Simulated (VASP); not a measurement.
# SiAu2O3 (Immm) in VASP: single point with PBEsol

Aim: the single point of SiAu2O3 with PBEsol.

All numbers are computed with VASP 6.6.1; they aren't measurements. Logs are shortened: lines on timing, memory, paths and dates and some standing lists are left out, and cuts for length are marked.

**1. The cell of the first run**

It takes space group Immm (No. 71, orthorhombic). The conventional cell has a = 2.798 Å, b = 3.344 Å, c = 14.240 Å, α = 90.00°, β = 90.00°, γ = 90.00°. Si (site symmetry mmm) has 6 O at 1.67 to 1.85 Å within 2.2 Å. Within 2.9 Å of Au (site symmetry mm2) lie 2 O at 2.22 Å and 6 Au at 2.80 Å. O (site symmetry mmm) has 2 Si at 1.67 Å within 2.2 Å. O (site symmetry mm2) has 2 Si at 1.85 Å and 2 Au at 2.22 Å and 5 O at 2.43 to 2.50 Å within 2.5 Å.

**2. Single point, PBEsol**

The input, INCAR:

```
SYSTEM = SiAu2O3
PREC = Accurate
ENCUT = 520
EDIFF = 1E-7
ISMEAR = -1
SIGMA = 0.03
LREAL = .False.
LASPH = .True.
NELM = 60
ALGO = Normal
ISIF = 2
LWAVE = .False.
LCHARG = .False.
GGA = PS
NBANDS = 31
```

The input, KPOINTS:

```
Automatic mesh
0
Gamma
  8 8 8
  0 0 0
```

The input, POSCAR:

```
SiAu2O3
1.0
   -1.3992405124      1.6721490098      7.1197688969
    1.3992405124     -1.6721490098      7.1197688969
    1.3992405124      1.6721490098     -7.1197688969
Si Au O
1 2 3
Direct
    0.0000000000      0.0000000000      0.0000000000
    0.6885158025      0.6885158025      0.0000000000
    0.3114841975      0.3114841975      0.0000000000
    0.5000000000      0.0000000000      0.5000000000
    0.0855005160      0.5855005160      0.5000000000
    0.9144994840      0.4144994840      0.5000000000
```

Potentials or basis: VASP PAW PBE potentials, release 64 (Si, Au, O).

Run with:

```console
cat potpaw_PBE.64/Si/POTCAR potpaw_PBE.64/Au/POTCAR potpaw_PBE.64/O/POTCAR > POTCAR
mpirun -np 1 vasp_std > vasp.out
```

OUTCAR:

```text
SYSTEM = SiAu2O3
   PREC = Accurate
   ENCUT = 520
   EDIFF = 1E-7
   ISMEAR = -1
   LREAL = .False.
   LASPH = .True.
   NELM = 60
   ISIF = 2
   GGA = PS

 ion  position               nearest neighbor table
   1  0.000  0.000  0.000-   4 1.67   4 1.67   6 1.85   5 1.85   6 1.85   5 1.85
   2  0.689  0.689  0.000-   5 2.22   5 2.22   3 2.80   3 2.80   3 2.80   3 2.80
   3  0.311  0.311  0.000-   6 2.22   6 2.22   2 2.80   2 2.80   2 2.80   2 2.80
   4  0.500  0.000  0.500-   1 1.67   1 1.67
   5  0.086  0.586  0.500-   1 1.85   1 1.85   2 2.22   2 2.22
   6  0.914  0.414  0.500-   1 1.85   1 1.85   3 2.22   3 2.22

  LATTYP: Found a body centered orthorhombic cell.
 ALAT       =     2.7984810248
 B/A-ratio  =     1.1950404487
 C/A-ratio  =     5.0883095749

  Lattice vectors:

 A1 = (  -1.3992405124,   1.6721490098,   7.1197688969)
 A2 = (   1.3992405124,  -1.6721490098,   7.1197688969)
 A3 = (   1.3992405124,   1.6721490098,  -7.1197688969)

Analysis of symmetry for initial positions (statically):
=====================================================================
 Subroutine PRICEL returns:
 Original cell was already a primitive cell.

 Routine SETGRP: Setting up the symmetry group for a
 body centered orthorhombic supercell.

 Subroutine GETGRP returns: Found  8 space group operations
 (whereof  8 operations were pure point group operations)
 out of a pool of  8 trial point group operations.

The static configuration has the point symmetry D_2h.

Analysis of symmetry for dynamics (positions and initial velocities):
=====================================================================
 Subroutine PRICEL returns:
 Original cell was already a primitive cell.

 Routine SETGRP: Setting up the symmetry group for a
 body centered orthorhombic supercell.

 Subroutine GETGRP returns: Found  8 space group operations
 (whereof  8 operations were pure point group operations)
 out of a pool of  8 trial point group operations.

The dynamic configuration has the point symmetry D_2h.

 Subroutine INISYM returns: Found  8 space group operations
 (whereof  8 operations are pure point group operations),
 and found     1 'primitive' translations

----------------------------------------------------------------------------------------

                                     Primitive cell

  volume of cell :      66.6336

  direct lattice vectors                    reciprocal lattice vectors
    -1.399240512  1.672149010  7.119768897     0.000000000  0.299016414  0.070226999
     1.399240512 -1.672149010  7.119768897     0.357336709  0.000000000  0.070226999
     1.399240512  1.672149010 -7.119768897     0.357336709  0.299016414  0.000000000

  length of vectors
     7.446144336  7.446144336  7.446144336     0.307152482  0.364172150  0.465940274

  position of ions in fractional coordinates (direct lattice)
     0.000000000  0.000000000  0.000000000
     0.688515802  0.688515802  0.000000000
     0.311484198  0.311484198  0.000000000
     0.500000000  0.000000000  0.500000000
     0.085500516  0.585500516  0.500000000
     0.914499484  0.414499484  0.500000000

  ion indices of the primitive-cell ions
   primitive index   ion index
                 1           1
                 2           2
                 3           3
                 4           4
                 5           5
                 6           6

----------------------------------------------------------------------------------------

 KPOINTS: Automatic mesh

Automatic generation of k-mesh.
 Grid dimensions read from file:
 generate k-points for:    8    8    8

 Generating k-lattice:

  Cartesian coordinates                     Fractional coordinates (reciprocal lattice)
     0.000000000  0.037377052  0.008778375     0.125000000  0.000000000 -0.000000000
     0.044667089  0.000000000  0.008778375     0.000000000  0.125000000  0.000000000
     0.044667089  0.037377052  0.000000000    -0.000000000  0.000000000  0.125000000

  Length of vectors
     0.038394060  0.045521519  0.058242534

  Shift w.r.t. Gamma in fractional coordinates (k-lattice)
     0.000000000  0.000000000  0.000000000

 Subroutine IBZKPT returns following result:
 ===========================================

 Found     95 irreducible k-points:

 Following reciprocal coordinates:
            Coordinates               Weight
  0.000000  0.000000  0.000000      1.000000
  0.125000  0.000000 -0.000000      4.000000
  0.250000  0.000000 -0.000000      4.000000
  0.375000  0.000000 -0.000000      4.000000
  0.500000  0.000000 -0.000000      2.000000
  0.000000  0.125000  0.000000      4.000000
[... 16 lines left out ...]
  0.125000  0.375000 -0.000000      8.000000
  0.250000  0.375000 -0.000000      8.000000
 [... further k-points ...]
   k-points           NKPTS =     95   k-points in BZ     NKDIM =     95   number of bands    NBANDS=     31
   number of dos      NEDOS =    301   number of ions     NIONS =      6
   total plane-waves  NPLWV = 175616
   dimension x,y,z NGX =    56 NGY =   56 NGZ =   56
   dimension x,y,z NGXF=   112 NGYF=  112 NGZF=  112
   ions per type =               1   2   3
   NGX,Y,Z   is equivalent  to a cutoff of  12.50, 12.50, 12.50 a.u.
   NGXF,Y,Z  is equivalent  to a cutoff of  25.01, 25.01, 25.01 a.u.
 SYSTEM =  SiAu2O3
   PREC   = accura    normal or accurate (medium, high low for compatibility)
   ISTART =      0    job   : 0-new  1-cont  2-samecut
   ICHARG =      2    charge: 1-file 2-atom 10-const
   ISPIN  =      1    spin polarized calculation?
   LNONCOLLINEAR =      F non collinear calculations
   LSORBIT =      F    spin-orbit coupling
   LASPH  =      T    aspherical Exc in radial PAW
   ENCUT  =  520.0 eV  38.22 Ry    6.18 a.u.  13.84 13.84 13.84*2*pi/ulx,y,z
   NELM   =     60;   NELMIN=  2; NELMDL= -5     # of ELM steps
   EDIFF  = 0.1E-06   stopping-criterion for ELM
   LREAL  =      F    real-space projection
   EDIFFG = 0.1E-05   stopping-criterion for IOM
   NSW    =      0    number of steps for IOM
   IBRION =     -1    ionic relax: 0-MD 1-quasi-New 2-CG
   NFREE  =      0    steps in history (QN), initial steepest desc. (CG)
   ISIF   =      2    stress and relaxation
   ISYM   =      2    0-nonsym 1-usesym 2-fastsym
   POTIM  = 0.5000    time-step for ionic-motion
   TEBEG  =    0.0;   TEEND  =   0.0 temperature during run
   PSTRESS=    0.0 pullay stress
   NELECT =      44.0000    total number of electrons
   NUPDOWN=      -1.0000    fix difference up-down
   EMIN   =  10.00;   EMAX   =-10.00  energy-range for DOS
   EFERMI =   0.00;   METHOD = LEGACY
   ISMEAR =    -1;   SIGMA  =   0.03  broadening in eV -4-tet -1-fermi 0-gaus
   EFERMI_NEDOS =   21; number of points for ismear=-14 and -15
   IALGO  =     38    algorithm
   IMIX   =      4    mixing-type and parameters
     AMIX     =   0.40;   BMIX     =  1.00
     AMIX_MAG =   1.60;   BMIX_MAG =  1.00
  volume/ion in A,a.u.               =      11.11        74.94
  Fermi-wavevector in a.u.,A,eV,Ry     =   1.425590  2.693974 27.651214  2.032307
  Thomas-Fermi vector in A             =   2.545958
   LORBIT       =      0    0 simple, 1 ext, 2 COOP (PROOUT), +10 PAW based schemes
   GGA     = PS    functional components
   LHFCALC =     F    Hartree Fock is set to
   AEXX    =    0.0000 exact exchange contribution
   IVDW    =     0    specifies the selected vdW correction
   LEPSILON=     F    determine dielectric tensor
   LRPA    =     F    only Hartree local field effects (RPA)
 non-spin polarized calculation
  energy-cutoff  :      520.00
  volume of cell :       66.63
 maximum number of plane-waves:      1816
   NGX = 27   NGY = 27   NGZ = 27

 number of electron      44.0000005 magnetization

 Free energy of the ion-electron system (eV)
  ---------------------------------------------------
  ext. energy  EPLUGINS =         0.00000000
  ---------------------------------------------------
  free energy    TOTEN  =       -36.27042111 eV

  energy without entropy =      -36.26671589  energy(sigma->0) =      -36.26856850

 E-fermi :   7.3794     XC(G=0): -12.4988

 val. band max:        7.3681825540   @ k =  -0.1250   0.5000   0.1250
 cond. band min:       7.3864943089   @ k =  -0.3750   0.3750   0.0000
 fundamental gap:      0.0183117549
 Fermi energy:         7.3794033910

 k-point     1 :       0.0000    0.0000    0.0000
  band No.  band energies     occupation
      1     -13.6360      2.00000
      2     -11.2898      2.00000
      3      -9.6321      2.00000
      4      -1.0503      2.00000
      5      -0.2900      2.00000
      6       1.0821      2.00000
[... 23 lines left out ...]
     30      21.2459      0.00000
     31      21.7892      0.00000

 k-point     2 :       0.1250    0.0000   -0.0000
  band No.  band energies     occupation
      1     -13.5239      2.00000
      2     -11.2668      2.00000
      3      -9.7719      2.00000
      4      -1.3017      2.00000
      5       0.2430      2.00000
      6       1.1790      2.00000
[... 23 lines left out ...]
     30      20.7498      0.00000
     31      21.0247      0.00000

 k-point     3 :       0.2500    0.0000   -0.0000
  band No.  band energies     occupation
      1     -13.2089      2.00000
      2     -11.2083      2.00000
      3     -10.1651      2.00000
      4      -1.4643      2.00000
      5       0.6923      2.00000
      6       1.1790      2.00000
[... 23 lines left out ...]
     30      20.0650      0.00000
     31      20.4085      0.00000

 k-point     4 :       0.3750    0.0000   -0.0000
  band No.  band energies     occupation
      1     -12.7787      2.00000
      2     -11.1456      2.00000
      3     -10.6856      2.00000
      4      -1.5276      2.00000
      5       0.5365      2.00000
      6       1.3488      2.00000
[... 23 lines left out ...]
     30      19.7230      0.00000
     31      20.6067      0.00000

 k-point     5 :       0.5000    0.0000   -0.0000
  band No.  band energies     occupation
      1     -12.5188      2.00000
      2     -11.1183      2.00000
      3     -10.9855      2.00000
      4      -1.5736      2.00000
      5       0.5758      2.00000
      6       1.1574      2.00000
[... 23 lines left out ...]
     30      19.7119      0.00000
     31      20.5833      0.00000
[... 542 lines left out ...]
     30      19.2230      0.00000
     31      20.2815      0.00000

 k-point    22 :       0.0000    0.3750   -0.0000
  band No.  band energies     occupation
      1     -12.2608      2.00000
      2     -10.7210      2.00000
      3     -10.4628      2.00000
      4      -0.2470      2.00000
      5       0.2897      2.00000
      6       0.5608      2.00000
[... 23 lines left out ...]
     30      20.1880      0.00000
     31      20.6724      0.00000

 k-point    23 :       0.1250    0.3750   -0.0000
  band No.  band energies     occupation
      1     -12.1884      2.00000
      2     -10.7048      2.00000
      3     -10.4570      2.00000
      4      -0.5034      2.00000
      5      -0.0929      2.00000
      6       0.3549      2.00000
[... 23 lines left out ...]
     30      19.6657      0.00000
     31      20.0497      0.00000

 k-point    24 :       0.2500    0.3750   -0.0000
  band No.  band energies     occupation
      1     -12.0006      2.00000
      2     -10.6615      2.00000
      3     -10.4554      2.00000
      4      -1.5609      2.00000
      5       0.2051      2.00000
      6       0.5351      2.00000
[... 23 lines left out ...]
     30      19.2452      0.00000
     31      19.7213      0.00000

 [... further k-points ...]
[... 5 lines left out ...]
  --------------------------------------------------------------------------------------
  -------------------------------------------------------------------------------------
  Total        0.0515945      0.1312506      0.0204985      0.0000000      0.0000000      0.0000000
  in kB        1.2405682      3.1558664      0.4928772      0.0000000      0.0000000      0.0000000
  external PRESSURE =       1.6297706 kB  Pullay stress =       0.0000000 kB

 VOLUME and BASIS-vectors are now :
 -----------------------------------------------------------------------------
  energy-cutoff  :      520.00
  volume of cell :       66.63
      direct lattice vectors                 reciprocal lattice vectors
    -1.399240512  1.672149010  7.119768897     0.000000000  0.299016414  0.070226999
     1.399240512 -1.672149010  7.119768897     0.357336709  0.000000000  0.070226999
     1.399240512  1.672149010 -7.119768897     0.357336709  0.299016414  0.000000000

 POSITION                                       TOTAL-FORCE (eV/Angst)
 -----------------------------------------------------------------------------------
      0.00000      0.00000      0.00000        -0.000000      0.000000      0.000000
      0.00000      0.00000      9.80415        -0.000000      0.000000      0.012737
      0.00000      0.00000      4.43539         0.000000     -0.000000     -0.012737
      0.00000      1.67215      0.00000        -0.000000      0.000000      0.000000
      1.39924      0.00000      1.21749         0.000000     -0.000000      0.031924
      0.00000      1.67215      5.90228         0.000000     -0.000000     -0.031924
 -----------------------------------------------------------------------------------
    total drift:                                0.000000     -0.000000     -0.000000

  FREE ENERGIE OF THE ION-ELECTRON SYSTEM (eV)
  ---------------------------------------------------
  free  energy   TOTEN  =       -36.2704211066 eV

  energy  without entropy=      -36.2667158943  energy(sigma->0) =      -36.26856850
```

It took 8.6 min on 1 thread of Intel Xeon Platinum 8488C (Sapphire Rapids), shared host; peak memory 0.53 GiB.

What came out:

| Property | Result |
| --- | --- |
| Free energy | -36.2704 eV |
| Pressure | 0.2 GPa |
| Largest force | 0.032 eV/Å |
| Band gap on the k mesh | zero (band 22 reaches 7.46 eV, above the bottom of band 23 at 7.14 eV) |

Forces on the atoms (eV/Å):
```
Si   0.000  0.000  0.000
Au   0.000  0.000  0.013
Au   0.000  0.000 -0.013
O    0.000  0.000  0.000
O    0.000  0.000  0.032
O    0.000  0.000 -0.032
```

Stress tensor (GPa, compression positive):
```
0.12 0.00 0.00
0.00 0.32 0.00
0.00 0.00 0.05
```

Levels at points of the mesh, in eV from the Fermi level:
```
           k point  band 20  band 21  band 22  band 23  band 24  band 25
(0.00, 0.00, 0.00)    -1.68    -1.53    -0.11     0.41     4.43     5.41
(0.50, 0.00, 0.00)    -1.47    -0.96    -0.48     1.74     1.91     5.84
(0.00, 0.50, 0.00)    -0.68    -0.61    -0.13     1.40     1.65     6.93
(0.50, 0.50, 0.00)    -0.79    -0.44     0.08     4.08     4.72     6.09
(0.50, 0.50, 0.50)    -1.05    -1.04    -0.13     0.11     2.68     6.53
```

Caveat: the k points lie up to 0.37 Å⁻¹ apart; the PAW data sets were made with another functional, which shifts forces and pressure a little; spin-orbit coupling is left out, which moves the levels of the heavy elements.
